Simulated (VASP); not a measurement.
A run of VASP 6.6.1 is set up as follows.

Contents of INCAR:

```
ALGO     = Normal         # electronic algorithm
EDIFF    = 1E-6           # SCF threshold, eV
ENCUT    = 500            # plane-wave cutoff, eV
GGA      = PE             # functional
GGA_COMPAT= False        
ISIF     = 2              # what is computed and relaxed
ISMEAR   = 0              # smearing method
ISPIN    = 2              # spin polarisation
LASPH    = True           # aspherical terms in the spheres
LCHARG   = True           # write CHGCAR
LDAU     = True           # DFT+U
LDAUJ    = 0            
LDAUL    = 3              # shell
LDAUPRINT= 1            
LDAUTYPE = 2            
LDAUU    = 5              # U, eV
LELF     = True           # ELF
LMAXMIX  = 6              # l up to which the mixer works
LORBIT   = 11             # projections on sites
LREAL    = False          # projectors in reciprocal space
LVHAR    = True         
LWAVE    = False          # write WAVECAR
MAGMOM   = 1.53           # initial moments
NBANDS   = 16             # bands
NELM     = 200            # most SCF steps
PREC     = Accurate       # precision mode
SIGMA    = 0.05           # smearing width, eV
```

Contents of KPOINTS:

```
k-points
0
Gamma
  8 8 8
```

File POSCAR:

```
Ce
1.0
   -2.1100634439      2.1100634439      2.1100634439
    2.1100634439     -2.1100634439      2.1100634439
    2.1100634439      2.1100634439     -2.1100634439
Ce
1
Direct
    0.0000000000      0.0000000000      0.0000000000
```

Potentials or basis: VASP PAW PBE potentials, release 64 (Ce).

Command:

```bash
$ cat potpaw_PBE.64/Ce/POTCAR > POTCAR
$ mpirun -np 1 vasp_std > vasp.out
```

Task: Predict the net moment.

Result: 0.00 μB per cell.

Task: What does it give for the band gap on the k mesh?

Result: Zero (filled and empty bands overlap).

Task: Predict the pressure.

Result: -8.2 GPa.

Eigenvalues of the final occupation matrices:
| site | spin | trace | eigenvalues |
| --- | --- | --- | --- |
| site 1 f | 1 | 0.34 | 0.00 0.01 0.01 0.01 0.10 0.10 0.10 |
| site 1 f | 2 | 0.34 | 0.00 0.01 0.01 0.01 0.10 0.10 0.10 |

Caveat: the magnetic or orbital state may not be the lowest; the cell stands under tension; spin-orbit coupling is left out, which moves the levels of the heavy elements. The state reached can hang on the start; a lower one may exist.
